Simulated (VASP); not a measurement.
Input of a VASP 6.6.1 run:

The input INCAR:

```
  ALGO = Normal
  EDIFF = 1E-6
  ENCUT = 520
  GGA = CA
  ISIF = 2
  ISMEAR = 0
  LASPH = T
  LCHARG = F
  LREAL = F
  LWAVE = F
  NBANDS = 20
  NELM = 80
  PREC = Accurate
  SIGMA = 0.05
```

KPOINTS

```
k-points
0
Gamma
  12 12 12
```

POSCAR

```
SnO2
1.0
    1.6039156916      0.9260211563      4.0813809037
   -1.6039156916      0.9260211563      4.0813809037
    0.0000000000     -1.8520423126      4.0813809037
Sn O
1 2
Direct
    0.5496570546      0.4956626079      0.4758992687
    0.2451905456      0.2451905456      0.2451905456
    0.7548094544      0.7548094544      0.7548094544
```

Potentials or basis: VASP PAW LDA potentials, release 64 (Sn_d, O).

The run is started by

```bash
$ cat potpaw_LDA.64/Sn_d/POTCAR potpaw_LDA.64/O/POTCAR > POTCAR
$ mpirun -np 1 vasp_std > vasp.out
```

**Question.** Estimate the pressure.

**Answer.** 3.4 GPa.

**Question.** Estimate the largest force.

**Answer.** 2.662 eV/Å.

Stress tensor (GPa, compression positive):
```
6.59 3.01 3.42
3.01 2.62 1.34
3.42 1.34 1.03
```

Caveat: the cell differs from its parent crystal (all Sn atoms moved +0.150 Å, as atom 1 along Cartesian [1 1 1]); the cell stands under pressure; forces of over 1 eV/Å act on the atoms, so gaps and moduli don't describe the material at rest.
